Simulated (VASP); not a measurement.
# Cl (Fm-3m) in VASP: a series of runs

Cl is run at these levels: LDA; tasks: single point.

All numbers are computed with VASP 6.6.1; they aren't measurements. Logs are shortened: lines on timing, memory, paths and dates and some standing lists are left out, and cuts for length are marked.

## (1) The cell of the first run

The structure is cubic, space group Fm-3m (No. 225). Conventional cell: a = 4.175 Å, b = 4.175 Å, c = 4.175 Å, α = 90.00°, β = 90.00°, γ = 90.00°. Within 3.9 Å of Cl (site symmetry m-3m) lie 12 Cl at 2.95 Å.

## (2) Single point, LDA

Contents of INCAR:

```
SYSTEM = Cl
  PREC = Accurate
  ENCUT = 500
  EDIFF = 1E-6
  ISMEAR = -1
  SIGMA = 0.1
  LREAL = .False.
  LASPH = .True.
  NELM = 120
  ALGO = Normal
  ISIF = 2
  LWAVE = .False.
  LCHARG = .True.
  GGA = CA
  LELF = .True.
  LVHAR = .True.
  NBANDS = 10
  GGA_COMPAT = .False.
```

Contents of KPOINTS:

```
regular mesh
0
Gamma
  15 15 15
  0 0 0
```

Contents of POSCAR:

```
Cl
1.0
    0.0000000000      2.0873890683      2.0873890683
    2.0873890683      0.0000000000      2.0873890683
    2.0873890683      2.0873890683      0.0000000000
Cl
1
Direct
    0.0000000000      0.0000000000      0.0000000000
```

Potentials or basis: VASP PAW LDA potentials, release 64 (Cl).

Command:

```sh
> cat potpaw_LDA.64/Cl/POTCAR > POTCAR
> mpirun -np 1 vasp_std > vasp.out
```

OUTCAR:

```text
SYSTEM = Cl
   PREC = Accurate
   ENCUT = 500
   EDIFF = 1E-6
   ISMEAR = -1
   LREAL = .False.
   LASPH = .True.
   NELM = 120
   ISIF = 2
   GGA = CA

 ion  position               nearest neighbor table
   1  0.000  0.000  0.000-

  LATTYP: Found a face centered cubic cell.
 ALAT       =     4.1747781366

  Lattice vectors:

 A1 = (   0.0000000000,   2.0873890683,   2.0873890683)
 A2 = (   2.0873890683,   0.0000000000,   2.0873890683)
 A3 = (   2.0873890683,   2.0873890683,   0.0000000000)

Analysis of symmetry for initial positions (statically):
=====================================================================
 Subroutine PRICEL returns:
 Original cell was already a primitive cell.

 Routine SETGRP: Setting up the symmetry group for a
 face centered cubic supercell.

 Subroutine GETGRP returns: Found 48 space group operations
 (whereof 48 operations were pure point group operations)
 out of a pool of 48 trial point group operations.

The static configuration has the point symmetry O_h .

Analysis of symmetry for dynamics (positions and initial velocities):
=====================================================================
 Subroutine PRICEL returns:
 Original cell was already a primitive cell.

 Routine SETGRP: Setting up the symmetry group for a
 face centered cubic supercell.

 Subroutine GETGRP returns: Found 48 space group operations
 (whereof 48 operations were pure point group operations)
 out of a pool of 48 trial point group operations.

The dynamic configuration has the point symmetry O_h .

 Subroutine INISYM returns: Found 48 space group operations
 (whereof 48 operations are pure point group operations),
 and found     1 'primitive' translations

----------------------------------------------------------------------------------------

                                     Primitive cell

  volume of cell :      18.1903

  direct lattice vectors                    reciprocal lattice vectors
     0.000000000  2.087389068  2.087389068    -0.239533687  0.239533687  0.239533687
     2.087389068  0.000000000  2.087389068     0.239533687 -0.239533687  0.239533687
     2.087389068  2.087389068  0.000000000     0.239533687  0.239533687 -0.239533687

  length of vectors
     2.952013930  2.952013930  2.952013930     0.414884516  0.414884516  0.414884516

  position of ions in fractional coordinates (direct lattice)
     0.000000000  0.000000000  0.000000000

  ion indices of the primitive-cell ions
   primitive index   ion index
                 1           1

----------------------------------------------------------------------------------------

 KPOINTS: regular mesh

Automatic generation of k-mesh.
 Grid dimensions read from file:
 generate k-points for:   15   15   15

 Generating k-lattice:

  Cartesian coordinates                     Fractional coordinates (reciprocal lattice)
    -0.015968912  0.015968912  0.015968912     0.066666667  0.000000000  0.000000000
     0.015968912 -0.015968912  0.015968912     0.000000000  0.066666667  0.000000000
     0.015968912  0.015968912 -0.015968912     0.000000000  0.000000000  0.066666667

  Length of vectors
     0.027658968  0.027658968  0.027658968

  Shift w.r.t. Gamma in fractional coordinates (k-lattice)
     0.000000000  0.000000000  0.000000000

 Subroutine IBZKPT returns following result:
 ===========================================

 Found    120 irreducible k-points:

 Following reciprocal coordinates:
            Coordinates               Weight
  0.000000  0.000000  0.000000      1.000000
  0.066667  0.000000  0.000000      8.000000
  0.133333  0.000000  0.000000      8.000000
  0.200000  0.000000  0.000000      8.000000
  0.266667  0.000000  0.000000      8.000000
  0.333333  0.000000  0.000000      8.000000
[... 16 lines left out ...]
  0.133333  0.133333  0.000000      6.000000
  0.200000  0.133333  0.000000     24.000000
 [... further k-points ...]
   k-points           NKPTS =    120   k-points in BZ     NKDIM =    120   number of bands    NBANDS=     10
   number of dos      NEDOS =    301   number of ions     NIONS =      1
   total plane-waves  NPLWV =  13824
   dimension x,y,z NGX =    24 NGY =   24 NGZ =   24
   dimension x,y,z NGXF=    48 NGYF=   48 NGZF=   48
   ions per type =               1
   NGX,Y,Z   is equivalent  to a cutoff of  13.52, 13.52, 13.52 a.u.
   NGXF,Y,Z  is equivalent  to a cutoff of  27.03, 27.03, 27.03 a.u.
 SYSTEM =  Cl
   PREC   = accura    normal or accurate (medium, high low for compatibility)
   ISTART =      0    job   : 0-new  1-cont  2-samecut
   ICHARG =      2    charge: 1-file 2-atom 10-const
   ISPIN  =      1    spin polarized calculation?
   LNONCOLLINEAR =      F non collinear calculations
   LSORBIT =      F    spin-orbit coupling
   LASPH  =      T    aspherical Exc in radial PAW
   ENCUT  =  500.0 eV  36.75 Ry    6.06 a.u.   5.38  5.38  5.38*2*pi/ulx,y,z
   NELM   =    120;   NELMIN=  2; NELMDL= -5     # of ELM steps
   EDIFF  = 0.1E-05   stopping-criterion for ELM
   LREAL  =      F    real-space projection
   EDIFFG = 0.1E-04   stopping-criterion for IOM
   NSW    =      0    number of steps for IOM
   IBRION =     -1    ionic relax: 0-MD 1-quasi-New 2-CG
   NFREE  =      0    steps in history (QN), initial steepest desc. (CG)
   ISIF   =      2    stress and relaxation
   ISYM   =      2    0-nonsym 1-usesym 2-fastsym
   POTIM  = 0.5000    time-step for ionic-motion
   TEBEG  =    0.0;   TEEND  =   0.0 temperature during run
   PSTRESS=    0.0 pullay stress
   NELECT =       7.0000    total number of electrons
   NUPDOWN=      -1.0000    fix difference up-down
   EMIN   =  10.00;   EMAX   =-10.00  energy-range for DOS
   EFERMI =   0.00;   METHOD = LEGACY
   ISMEAR =    -1;   SIGMA  =   0.10  broadening in eV -4-tet -1-fermi 0-gaus
   EFERMI_NEDOS =   21; number of points for ismear=-14 and -15
   IALGO  =     38    algorithm
   IMIX   =      4    mixing-type and parameters
     AMIX     =   0.40;   BMIX     =  1.00
     AMIX_MAG =   1.60;   BMIX_MAG =  1.00
  volume/ion in A,a.u.               =      18.19       122.75
  Fermi-wavevector in a.u.,A,eV,Ry     =   1.190769  2.250227 19.292113  1.417930
  Thomas-Fermi vector in A             =   2.326846
   LORBIT       =      0    0 simple, 1 ext, 2 COOP (PROOUT), +10 PAW based schemes
   GGA     = CA    functional components
   LHFCALC =     F    Hartree Fock is set to
   AEXX    =    0.0000 exact exchange contribution
   IVDW    =     0    specifies the selected vdW correction
   LEPSILON=     F    determine dielectric tensor
   LRPA    =     F    only Hartree local field effects (RPA)
 non-spin polarized calculation
  energy-cutoff  :      500.00
  volume of cell :       18.19
 maximum number of plane-waves:       483
 NGX is ok and might be reduce to    24
   NGX = 11   NGY = 11   NGZ = 11

 number of electron       7.0000000 magnetization

 Free energy of the ion-electron system (eV)
  ---------------------------------------------------
  ext. energy  EPLUGINS =         0.00000000
  ---------------------------------------------------
  free energy    TOTEN  =        -1.58942000 eV

  energy without entropy =       -1.54272910  energy(sigma->0) =       -1.56607455

 E-fermi :   3.4801     XC(G=0): -10.7190

 val. band max:        3.4729122741   @ k =  -0.3333   0.2000   0.0667
 cond. band min:       3.4822037962   @ k =   0.4000   0.2000   0.0667
 fundamental gap:      0.0092915221
 Fermi energy:         3.4801152158

 k-point     1 :       0.0000    0.0000    0.0000
  band No.  band energies     occupation
      1     -12.8984      2.00000
      2       4.5495      0.00005
      3       4.5495      0.00005
      4       4.5495      0.00005
      5      14.2546      0.00000
      6      17.3833      0.00000
      7      17.3833      0.00000
      8      17.3833      0.00000
      9      21.9566      0.00000
     10      21.9566      0.00000

 k-point     2 :       0.0667    0.0000    0.0000
  band No.  band energies     occupation
      1     -12.8249      2.00000
      2       4.1726      0.00196
      3       4.5102      0.00007
      4       4.5102      0.00007
      5      14.5365      0.00000
      6      17.1411      0.00000
      7      17.5122      0.00000
      8      17.5122      0.00000
      9      21.6966      0.00000
     10      21.6966      0.00000

 k-point     3 :       0.1333    0.0000    0.0000
  band No.  band energies     occupation
      1     -12.6087      2.00000
      2       3.1997      1.88579
      3       4.4029      0.00020
      4       4.4029      0.00020
      5      14.9854      0.00000
      6      16.9286      0.00000
      7      17.8103      0.00000
      8      17.8103      0.00000
      9      21.2069      0.00000
     10      21.2069      0.00000

 k-point     4 :       0.2000    0.0000    0.0000
  band No.  band energies     occupation
      1     -12.2643      2.00000
      2       1.9217      2.00000
      3       4.2534      0.00088
      4       4.2534      0.00088
      5      14.7780      0.00000
      6      17.6464      0.00000
      7      17.9667      0.00000
      8      17.9667      0.00000
      9      21.0887      0.00000
     10      21.0887      0.00000

 k-point     5 :       0.2667    0.0000    0.0000
  band No.  band energies     occupation
      1     -11.8211      2.00000
      2       0.5745      2.00000
      3       4.0934      0.00433
      4       4.0934      0.00433
      5      14.2535      0.00000
      6      17.7176      0.00000
      7      17.7176      0.00000
      8      18.8639      0.00000
      9      21.7389      0.00000
     10      21.7389      0.00000

 k-point     6 :       0.3333    0.0000    0.0000
  band No.  band energies     occupation
      1     -11.3317      2.00000
      2      -0.6674      2.00000
      3       3.9503      0.01799
      4       3.9503      0.01799
      5      13.7881      0.00000
      6      17.2883      0.00000
      7      17.2883      0.00000
      8      19.9713      0.00000
      9      22.9369      0.00000
     10      22.9369      0.00000
[... 183 lines left out ...]
 k-point    21 :      -0.1333    0.0667    0.0000
  band No.  band energies     occupation
      1     -12.4445      2.00000
      2       2.7123      1.99907
      3       4.0124      0.00971
      4       4.4536      0.00012
      5      15.2937      0.00000
      6      16.6117      0.00000
      7      17.9596      0.00000
      8      18.1477      0.00000
      9      20.2854      0.00000
     10      21.7971      0.00000

 k-point    22 :      -0.0667    0.0667    0.0000
  band No.  band energies     occupation
      1     -12.7038      2.00000
      2       3.7013      0.19733
      3       4.2701      0.00074
      4       4.5237      0.00006
      5      14.9342      0.00000
      6      16.7401      0.00000
      7      17.6449      0.00000
      8      17.8773      0.00000
      9      20.9625      0.00000
     10      21.7708      0.00000

 k-point    23 :       0.1333    0.1333    0.0000
  band No.  band energies     occupation
      1     -12.5119      2.00000
      2       3.3559      1.55195
      3       4.0557      0.00631
      4       4.0557      0.00631
      5      15.4385      0.00000
      6      15.7583      0.00000
      7      18.4329      0.00000
      8      18.4329      0.00000
      9      19.6263      0.00000
     10      22.4034      0.00000

 k-point    24 :       0.2000    0.1333    0.0000
  band No.  band energies     occupation
      1     -12.2573      2.00000
      2       2.5288      1.99985
      3       3.8357      0.05553
      4       3.9092      0.02703
      5      15.2128      0.00000
      6      15.7814      0.00000
      7      18.3386      0.00000
      8      18.8896      0.00000
      9      19.8392      0.00000
     10      22.5546      0.00000

 [... further k-points ...]

------------------------ aborting loop because EDIFF is reached ----------------------------------------

  FORCE on cell =-STRESS in cart. coord.  units (eV):
  Direction    XX          YY          ZZ          XY          YZ          ZX
  --------------------------------------------------------------------------------------
  -------------------------------------------------------------------------------------
  Total       -0.0147206     -0.0147206     -0.0147206     -0.0000000      0.0000000      0.0000000
  in kB       -1.2965696     -1.2965696     -1.2965696     -0.0000000      0.0000000      0.0000000
  external PRESSURE =      -1.2965696 kB  Pullay stress =       0.0000000 kB

 VOLUME and BASIS-vectors are now :
 -----------------------------------------------------------------------------
  energy-cutoff  :      500.00
  volume of cell :       18.19
      direct lattice vectors                 reciprocal lattice vectors
     0.000000000  2.087389068  2.087389068    -0.239533687  0.239533687  0.239533687
     2.087389068  0.000000000  2.087389068     0.239533687 -0.239533687  0.239533687
     2.087389068  2.087389068  0.000000000     0.239533687  0.239533687 -0.239533687

 POSITION                                       TOTAL-FORCE (eV/Angst)
 -----------------------------------------------------------------------------------
      0.00000      0.00000      0.00000         0.000000      0.000000      0.000000
 -----------------------------------------------------------------------------------
    total drift:                                0.000000      0.000000      0.000000

  FREE ENERGIE OF THE ION-ELECTRON SYSTEM (eV)
  ---------------------------------------------------
  free  energy   TOTEN  =        -1.5894199955 eV

  energy  without entropy=       -1.5427290991  energy(sigma->0) =       -1.56607455
```

It took 11 s on 1 thread of Intel Xeon 8259CL, shared host; peak memory 0.13 GiB.

What came out:

```yaml
Free_energy: -1.5894 eV
Pressure: -0.1 GPa
Band_gap_on_the_k_mesh: zero (an odd number of electrons rules out a gap without spin polarisation)
```

Caveat: an odd number of electrons without spin polarisation forces a metal; a magnetic or distorted state may lie lower.

## (3) Single point, LDA (14.72 Å³/atom)

This run uses another cell than the first one, of 14.72 Å³/atom.

Contents of INCAR:

```
ALGO     = Normal         # electronic algorithm
EDIFF    = 1E-6           # SCF threshold, eV
ENCUT    = 500            # plane-wave cutoff, eV
GGA_COMPAT= F            
ISIF     = 2              # what is computed and relaxed
ISMEAR   = -1             # smearing method
LASPH    = T              # aspherical terms in the spheres
LCHARG   = T              # write CHGCAR
LELF     = T              # ELF
LREAL    = F              # projectors in reciprocal space
LVHAR    = T            
LWAVE    = F              # write WAVECAR
NBANDS   = 10             # bands
NELM     = 120            # most SCF steps
PREC     = Accurate       # precision mode
SIGMA    = 0.1            # smearing width, eV
```

Contents of KPOINTS:

```
k-points
0
Gamma
  16 16 16
```

Contents of POSCAR:

```
Cl
1.0
    0.0000000000      1.9449998788      1.9449998788
    1.9449998788      0.0000000000      1.9449998788
    1.9449998788      1.9449998788      0.0000000000
Cl
1
Direct
    0.0000000000      0.0000000000      0.0000000000
```

Potentials or basis: VASP PAW LDA potentials, release 64 (Cl).

Command:

```sh
> cat potpaw_LDA.64/Cl/POTCAR > POTCAR
> mpirun -np 1 vasp_std > vasp.out
```

OUTCAR:

```text
EDIFF = 1E-6
   ENCUT = 500
   ISIF = 2
   ISMEAR = -1
   LASPH = T
   LREAL = F
   NELM = 120
   PREC = Accurate

 ion  position               nearest neighbor table
   1  0.000  0.000  0.000-

  LATTYP: Found a face centered cubic cell.
 ALAT       =     3.8899997576

  Lattice vectors:

 A1 = (   0.0000000000,   1.9449998788,   1.9449998788)
 A2 = (   1.9449998788,   0.0000000000,   1.9449998788)
 A3 = (   1.9449998788,   1.9449998788,   0.0000000000)

Analysis of symmetry for initial positions (statically):
[... 488 lines left out ...]

 [... further k-points ...]

------------------------ aborting loop because EDIFF is reached ----------------------------------------

  FORCE on cell =-STRESS in cart. coord.  units (eV):
  Direction    XX          YY          ZZ          XY          YZ          ZX
  --------------------------------------------------------------------------------------
  -------------------------------------------------------------------------------------
  Total        1.7407859      1.7407859      1.7407859     -0.0000000     -0.0000000     -0.0000000
  in kB      189.5253117    189.5253117    189.5253117     -0.0000000     -0.0000000     -0.0000000
  external PRESSURE =     189.5253117 kB  Pullay stress =       0.0000000 kB

 VOLUME and BASIS-vectors are now :
 -----------------------------------------------------------------------------
  energy-cutoff  :      500.00
  volume of cell :       14.72
      direct lattice vectors                 reciprocal lattice vectors
     0.000000000  1.944999879  1.944999879    -0.257069425  0.257069425  0.257069425
     1.944999879  0.000000000  1.944999879     0.257069425 -0.257069425  0.257069425
     1.944999879  1.944999879  0.000000000     0.257069425  0.257069425 -0.257069425

 POSITION                                       TOTAL-FORCE (eV/Angst)
 -----------------------------------------------------------------------------------
      0.00000      0.00000      0.00000         0.000000      0.000000     -0.000000
 -----------------------------------------------------------------------------------
    total drift:                                0.000000     -0.000000     -0.000000

  FREE ENERGIE OF THE ION-ELECTRON SYSTEM (eV)
  ---------------------------------------------------
  free  energy   TOTEN  =        -1.4210248056 eV

  energy  without entropy=       -1.3893757387  energy(sigma->0) =       -1.40520027
```

OSZICAR:

```text
N       E                     dE             d eps       ncg     rms          rms(c)
DAV:   1     0.151031579234E+02    0.15103E+02   -0.31880E+03  2990   0.540E+02
DAV:   2    -0.997698761831E+00   -0.16101E+02   -0.15464E+02  4018   0.101E+02
DAV:   3    -0.141955396598E+01   -0.42186E+00   -0.41341E+00  3484   0.133E+01
DAV:   4    -0.142064290970E+01   -0.10889E-02   -0.10887E-02  3420   0.867E-01
DAV:   5    -0.142064568686E+01   -0.27772E-05   -0.27771E-05  3496   0.421E-02    0.900E+00
DAV:   6    -0.142085024876E+01   -0.20456E-03   -0.14304E-04  3278   0.708E-02    0.540E+00
DAV:   7    -0.142102617835E+01   -0.17593E-03   -0.21107E-04  3260   0.926E-02    0.182E-02
DAV:   8    -0.142102464283E+01    0.15355E-05   -0.55518E-06  3346   0.145E-02    0.789E-03
DAV:   9    -0.142102480559E+01   -0.16275E-06   -0.18287E-06  2814   0.812E-03
   1 F= -.14210248E+01 E0= -.14052003E+01  d E =-.316491E-01
```

It took 11 s on 1 thread of Intel Xeon 8259CL, shared host; peak memory 0.12 GiB.

Results:

- Free energy: -1.4210 eV
- Pressure: 19.0 GPa
- Band gap on the k mesh: zero (an odd number of electrons rules out a gap without spin polarisation)

Caveat: the cell stands under pressure; an odd number of electrons without spin polarisation forces a metal; a magnetic or distorted state may lie lower.

## (4) Single point, LDA

This run uses another cell than the first one, of 14.72 Å³/atom.

Contents of INCAR:

```
SYSTEM = Cl
PREC = Accurate
ENCUT = 500
EDIFF = 1E-6
ISMEAR = -1
SIGMA = 0.1
LREAL = .False.
LASPH = .True.
NELM = 120
ALGO = Normal
ISIF = 2
LWAVE = .False.
LCHARG = .True.
LELF = .True.
LVHAR = .True.
NBANDS = 10
GGA_COMPAT = .False.
```

Contents of KPOINTS:

```
regular mesh
0
Gamma
  16 16 16
  0 0 0
```

Contents of POSCAR:

```
Cl
1.0
    0.0000000000      1.9452712170      1.9452712170
    1.9452712170      0.0000000000      1.9452712170
    1.9452712170      1.9452712170      0.0000000000
Cl
1
Direct
    0.0000000000      0.0000000000      0.0000000000
```

Command:

```sh
> cat potpaw_LDA.64/Cl/POTCAR > POTCAR
> mpirun -np 1 vasp_std > vasp.out
```

Wall time 11 s (1 thread of Intel Xeon 8259CL, shared host); peak memory 0.12 GiB.

Results (log left out):

* Free energy: -1.4218 eV
* Pressure: 18.9 GPa
* Band gap on the k mesh: zero (an odd number of electrons rules out a gap without spin polarisation)

Levels at points of the mesh, in eV from the Fermi level:
| k point | band 2 | band 3 | band 4 | band 5 | band 6 | band 7 |
| --- | --- | --- | --- | --- | --- | --- |
| (0.00, 0.00, 0.00) | 1.55 | 1.55 | 1.55 | 13.13 | 13.74 | 13.74 |
| (0.50, 0.00, 0.00) | -7.76 | 0.47 | 0.47 | 9.97 | 12.94 | 12.94 |
| (0.50, 0.50, 0.00) | -6.86 | -1.82 | -1.82 | 6.32 | 7.33 | 23.69 |

Caveat: the cell stands under pressure; an odd number of electrons without spin polarisation forces a metal; a magnetic or distorted state may lie lower.

The gap in the log of VASP goes by the Fermi energy; the results here count the filled bands.